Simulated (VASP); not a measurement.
# Pt in VASP: single point with PBE

Aim: the single point of Pt with PBE.

Program: VASP 6.6.1. These are calculated values, not measurements. Logs are shortened: lines on timing, memory, paths and dates and some standing lists are left out, and cuts for length are marked.

### 1 The cell of the first run

The cell holds a slab with vacuum, 5 atoms: a = 2.769 Å, b = 2.769 Å, c = 24.043 Å, α = 90.00°, β = 90.00°, γ = 120.00°.

### 2 Single point, PBE

INCAR

```
PREC = Accurate
ENCUT = 520
EDIFF = 1E-7
ISMEAR = -1
SIGMA = 0.05
LREAL = False
LASPH = True
NELM = 100
ALGO = Normal
ISIF = 2
LWAVE = False
LCHARG = False
LDIPOL = True
IDIPOL = 3
DIPOL = 0.5 0.5 0.500
GGA = PE
NBANDS = 33
```

KPOINTS

```
regular mesh
0
Gamma
  11 11 1
```

POSCAR

```
Pt
1.0
    2.7688887338      0.0000000000      0.0000000000
   -1.3844443669      2.3979279837      0.0000000000
    0.0000000000      0.0000000000     24.0431527364
Pt
5
Direct
    0.6666666667      0.3333333333      0.3119391239
    0.3333333333      0.6666666667      0.4059695619
    0.0000000000      0.0000000000      0.5000000000
    0.6666666667      0.3333333333      0.5940304381
    0.3333333333      0.6666666667      0.6880608761
```

Potentials or basis: VASP PAW PBE potentials, release 64 (Pt).

Started as:

```sh
$ cat potpaw_PBE.64/Pt/POTCAR > POTCAR
$ mpirun -np 1 vasp_std > vasp.out
```

OUTCAR:

```text
PREC = Accurate
   ENCUT = 520
   EDIFF = 1E-7
   ISMEAR = -1
   LREAL = False
   LASPH = True
   NELM = 100
   ISIF = 2
   GGA = PE

 ion  position               nearest neighbor table
   1  0.667  0.333  0.312-   2 2.77   2 2.77   2 2.77
   2  0.333  0.667  0.406-   1 2.77   1 2.77   1 2.77   3 2.77   3 2.77   3 2.77
   3  0.000  0.000  0.500-   2 2.77   4 2.77   2 2.77   4 2.77   4 2.77   2 2.77
   4  0.667  0.333  0.594-   5 2.77   5 2.77   5 2.77   3 2.77   3 2.77   3 2.77
   5  0.333  0.667  0.688-   4 2.77   4 2.77   4 2.77

  LATTYP: Found a hexagonal cell.
 ALAT       =     2.7688887338
 C/A-ratio  =     8.6833221006

  Lattice vectors:

 A1 = (   2.7688887338,   0.0000000000,   0.0000000000)
 A2 = (  -1.3844443669,   2.3979279837,   0.0000000000)
 A3 = (   0.0000000000,   0.0000000000,  24.0431527364)

Analysis of symmetry for initial positions (statically):
=====================================================================
 Subroutine PRICEL returns:
 Original cell was already a primitive cell.

 Routine SETGRP: Setting up the symmetry group for a
 hexagonal supercell.

 Subroutine GETGRP returns: Found 12 space group operations
 (whereof 12 operations were pure point group operations)
 out of a pool of 24 trial point group operations.

The static configuration has the point symmetry D_3d.

Analysis of symmetry for dynamics (positions and initial velocities):
=====================================================================
 Subroutine PRICEL returns:
 Original cell was already a primitive cell.

 Routine SETGRP: Setting up the symmetry group for a
 hexagonal supercell.

 Subroutine GETGRP returns: Found 12 space group operations
 (whereof 12 operations were pure point group operations)
 out of a pool of 24 trial point group operations.

The dynamic configuration has the point symmetry D_3d.

 Subroutine INISYM returns: Found 12 space group operations
 (whereof 12 operations are pure point group operations),
 and found     1 'primitive' translations

----------------------------------------------------------------------------------------

                                     Primitive cell

  volume of cell :     159.6368

  direct lattice vectors                    reciprocal lattice vectors
     2.768888734  0.000000000  0.000000000     0.361155718  0.208513351  0.000000000
    -1.384444367  2.397927984  0.000000000     0.000000000  0.417026703  0.000000000
     0.000000000  0.000000000 24.043152736     0.000000000  0.000000000  0.041591883

  length of vectors
     2.768888734  2.768888734 24.043152736     0.417026703  0.417026703  0.041591883

  position of ions in fractional coordinates (direct lattice)
     0.666666667  0.333333333  0.311939124
     0.333333333  0.666666667  0.405969562
     0.000000000  0.000000000  0.500000000
     0.666666667  0.333333333  0.594030438
     0.333333333  0.666666667  0.688060876

  ion indices of the primitive-cell ions
   primitive index   ion index
                 1           1
                 2           2
                 3           3
                 4           4
                 5           5

----------------------------------------------------------------------------------------

 KPOINTS: regular mesh

Automatic generation of k-mesh.
 Grid dimensions read from file:
 generate k-points for:   11   11    1

 Generating k-lattice:

  Cartesian coordinates                     Fractional coordinates (reciprocal lattice)
     0.032832338  0.018955759  0.000000000     0.090909091 -0.000000000  0.000000000
     0.000000000  0.037911518  0.000000000     0.000000000  0.090909091  0.000000000
     0.000000000  0.000000000  0.041591883     0.000000000  0.000000000  1.000000000

  Length of vectors
     0.037911518  0.037911518  0.041591883

  Shift w.r.t. Gamma in fractional coordinates (k-lattice)
     0.000000000  0.000000000  0.000000000

 Subroutine IBZKPT returns following result:
 ===========================================

 Found     16 irreducible k-points:

 Following reciprocal coordinates:
            Coordinates               Weight
  0.000000  0.000000  0.000000      1.000000
  0.090909  0.000000  0.000000      6.000000
  0.181818  0.000000  0.000000      6.000000
  0.272727  0.000000  0.000000      6.000000
  0.363636  0.000000  0.000000      6.000000
  0.454545  0.000000  0.000000      6.000000
[... 8 lines left out ...]
  0.272727  0.272727  0.000000      6.000000
  0.363636  0.272727  0.000000      6.000000
   k-points           NKPTS =     16   k-points in BZ     NKDIM =     16   number of bands    NBANDS=     33
   number of dos      NEDOS =    301   number of ions     NIONS =      5
   total plane-waves  NPLWV = 103680
   dimension x,y,z NGX =    24 NGY =   24 NGZ =  180
   dimension x,y,z NGXF=    48 NGYF=   48 NGZF=  360
   ions per type =               5
   NGX,Y,Z   is equivalent  to a cutoff of  14.41, 14.41, 12.45 a.u.
   NGXF,Y,Z  is equivalent  to a cutoff of  28.82, 28.82, 24.89 a.u.
 SYSTEM =  unknown system
   PREC   = accura    normal or accurate (medium, high low for compatibility)
   ISTART =      0    job   : 0-new  1-cont  2-samecut
   ICHARG =      2    charge: 1-file 2-atom 10-const
   ISPIN  =      1    spin polarized calculation?
   LNONCOLLINEAR =      F non collinear calculations
   LSORBIT =      F    spin-orbit coupling
   LASPH  =      T    aspherical Exc in radial PAW
   ENCUT  =  520.0 eV  38.22 Ry    6.18 a.u.   5.15  5.15 44.70*2*pi/ulx,y,z
   NELM   =    100;   NELMIN=  2; NELMDL= -5     # of ELM steps
   EDIFF  = 0.1E-06   stopping-criterion for ELM
   LREAL  =      F    real-space projection
   EDIFFG = 0.1E-05   stopping-criterion for IOM
   NSW    =      0    number of steps for IOM
   IBRION =     -1    ionic relax: 0-MD 1-quasi-New 2-CG
   NFREE  =      0    steps in history (QN), initial steepest desc. (CG)
   ISIF   =      2    stress and relaxation
   ISYM   =      2    0-nonsym 1-usesym 2-fastsym
   POTIM  = 0.5000    time-step for ionic-motion
   TEBEG  =    0.0;   TEEND  =   0.0 temperature during run
   PSTRESS=    0.0 pullay stress
   NELECT =      50.0000    total number of electrons
   NUPDOWN=      -1.0000    fix difference up-down
   EMIN   =  10.00;   EMAX   =-10.00  energy-range for DOS
   EFERMI =   0.00;   METHOD = LEGACY
   ISMEAR =    -1;   SIGMA  =   0.05  broadening in eV -4-tet -1-fermi 0-gaus
   EFERMI_NEDOS =   21; number of points for ismear=-14 and -15
   IALGO  =     38    algorithm
   IMIX   =      4    mixing-type and parameters
     AMIX     =   0.40;   BMIX     =  1.00
     AMIX_MAG =   1.60;   BMIX_MAG =  1.00
  volume/ion in A,a.u.               =      31.93       215.46
  Fermi-wavevector in a.u.,A,eV,Ry     =   1.111784  2.100967 16.817672  1.236064
  Thomas-Fermi vector in A             =   2.248351
   LORBIT       =      0    0 simple, 1 ext, 2 COOP (PROOUT), +10 PAW based schemes
   GGA     = PE    functional components
   LHFCALC =     F    Hartree Fock is set to
   AEXX    =    0.0000 exact exchange contribution
   IVDW    =     0    specifies the selected vdW correction
   LEPSILON=     F    determine dielectric tensor
   LRPA    =     F    only Hartree local field effects (RPA)
 non-spin polarized calculation
  energy-cutoff  :      520.00
  volume of cell :      159.64
 maximum number of plane-waves:      4319
 NGX is ok and might be reduce to    24
   NGX = 11   NGY = 11   NGZ = 89

 number of electron      50.0000005 magnetization

 dipolmoment           0.000000      0.000000     -0.000000 electrons x Angstroem

 Free energy of the ion-electron system (eV)
  ---------------------------------------------------
  ext. energy  EPLUGINS =         0.00000000
  ---------------------------------------------------
  free energy    TOTEN  =       -29.26246816 eV

  energy without entropy =      -29.16329707  energy(sigma->0) =      -29.21288262

 E-fermi :   2.2849     XC(G=0):  -7.1110

 val. band max:        2.2811387958   @ k =   0.2727   0.1818   0.0000
 cond. band min:       2.2994425871   @ k =   0.0000   0.0000   0.0000
 fundamental gap:      0.0183037913
 Fermi energy:         2.2849421659

 k-point     1 :       0.0000    0.0000    0.0000
  band No.  band energies     occupation
      1      -7.5870      2.00000
      2      -6.5809      2.00000
      3      -5.4945      2.00000
      4      -4.8628      2.00000
      5      -4.8102      2.00000
      6      -1.6994      2.00000
[... 25 lines left out ...]
     32       7.5918      0.00000
     33       7.9603      0.00000

 k-point     2 :       0.0909    0.0000    0.0000
  band No.  band energies     occupation
      1      -7.2965      2.00000
      2      -6.2987      2.00000
      3      -5.2096      2.00000
      4      -4.5928      2.00000
      5      -4.5250      2.00000
      6      -1.9293      2.00000
[... 25 lines left out ...]
     32       7.7834      0.00000
     33       8.1862      0.00000

 k-point     3 :       0.1818    0.0000    0.0000
  band No.  band energies     occupation
      1      -6.4963      2.00000
      2      -5.5553      2.00000
      3      -4.5053      2.00000
      4      -3.9445      2.00000
      5      -3.8096      2.00000
      6      -2.5336      2.00000
[... 25 lines left out ...]
     32       8.3187      0.00000
     33       8.8618      0.00000

 k-point     4 :       0.2727    0.0000    0.0000
  band No.  band energies     occupation
      1      -5.4722      2.00000
      2      -4.7548      2.00000
      3      -4.0679      2.00000
      4      -3.6152      2.00000
      5      -3.2866      2.00000
      6      -3.1453      2.00000
[... 385 lines left out ...]
     32       8.9012      0.00000
     33       9.3111      0.00000

 k-point    15 :       0.2727    0.2727    0.0000
  band No.  band energies     occupation
      1      -3.6847      2.00000
      2      -3.6698      2.00000
      3      -3.2447      2.00000
      4      -3.1793      2.00000
      5      -2.7623      2.00000
      6      -2.6740      2.00000
[... 25 lines left out ...]
     32       9.2160      0.00000
     33       9.7479      0.00000

 k-point    16 :       0.3636    0.2727    0.0000
  band No.  band energies     occupation
      1      -3.6335      2.00000
      2      -3.4839      2.00000
      3      -3.1684      2.00000
      4      -2.9526      2.00000
      5      -2.9394      2.00000
      6      -2.6103      2.00000
[... 25 lines left out ...]
     32       9.3168      0.00000
     33       9.4893      0.00000

------------------------ aborting loop because EDIFF is reached ----------------------------------------

 vacuum level on the upper side and lower side of the slab       (xc-potential included)        -0.114        -0.114

  FORCE on cell =-STRESS in cart. coord.  units (eV):
  Direction    XX          YY          ZZ          XY          YZ          ZX
  --------------------------------------------------------------------------------------
  -------------------------------------------------------------------------------------
  Total        0.7751505      0.7751505      3.5177961      0.0000000     -0.0000000      0.0000000
  in kB        7.7797123      7.7797123     35.3059735      0.0000000     -0.0000000      0.0000000
  external PRESSURE =      16.9551327 kB  Pullay stress =       0.0000000 kB

 VOLUME and BASIS-vectors are now :
 -----------------------------------------------------------------------------
  energy-cutoff  :      520.00
  volume of cell :      159.64
      direct lattice vectors                 reciprocal lattice vectors
     2.768888734  0.000000000  0.000000000     0.361155718  0.208513351  0.000000000
    -1.384444367  2.397927984  0.000000000     0.000000000  0.417026703  0.000000000
     0.000000000  0.000000000 24.043152736     0.000000000  0.000000000  0.041591883

 POSITION                                       TOTAL-FORCE (eV/Angst)
 -----------------------------------------------------------------------------------
      1.38444      0.79931      7.50000        -0.000000     -0.000000     -0.508115
     -0.00000      1.59862      9.76079        -0.000000     -0.000000      0.224243
      0.00000      0.00000     12.02158         0.000000      0.000000      0.000000
      1.38444      0.79931     14.28236         0.000000      0.000000     -0.224243
     -0.00000      1.59862     16.54315         0.000000      0.000000      0.508115
 -----------------------------------------------------------------------------------
    total drift:                               -0.000000      0.000000      0.000000

  FREE ENERGIE OF THE ION-ELECTRON SYSTEM (eV)
  ---------------------------------------------------
  free  energy   TOTEN  =       -29.2624681633 eV

  energy  without entropy=      -29.1632970718  energy(sigma->0) =      -29.21288262

 vacuum level on the upper side and lower side of the slab         7.860         7.860
```

Wall time 100 s (1 thread of Intel Xeon 6975P-C (Granite Rapids), shared host); peak memory 0.32 GiB.

What came out:

| Quantity | Value |
| --- | --- |
| Free energy | -29.2625 eV |
| Largest force | 0.508 eV/Å |
| Band gap on the k mesh | zero (bands 25 and 26 overlap by 1.51 eV) |

Forces in eV/Å, atoms in the order of the input:
```
Pt   0.000  0.000 -0.508
Pt   0.000  0.000  0.224
Pt   0.000  0.000  0.000
Pt   0.000  0.000 -0.224
Pt   0.000  0.000  0.508
```

Levels at points of the mesh, in eV from the Fermi level:
| k point | band 23 | band 24 | band 25 | band 26 | band 27 | band 28 | band 29 | band 30 |
| --- | --- | --- | --- | --- | --- | --- | --- | --- |
| (0.00, 0.00, 0.00) | -1.47 | -0.99 | -0.99 | -0.32 | -0.32 | -0.20 | 0.01 | 0.01 |

Caveat: spin-orbit coupling is left out, which moves the levels of the heavy elements.
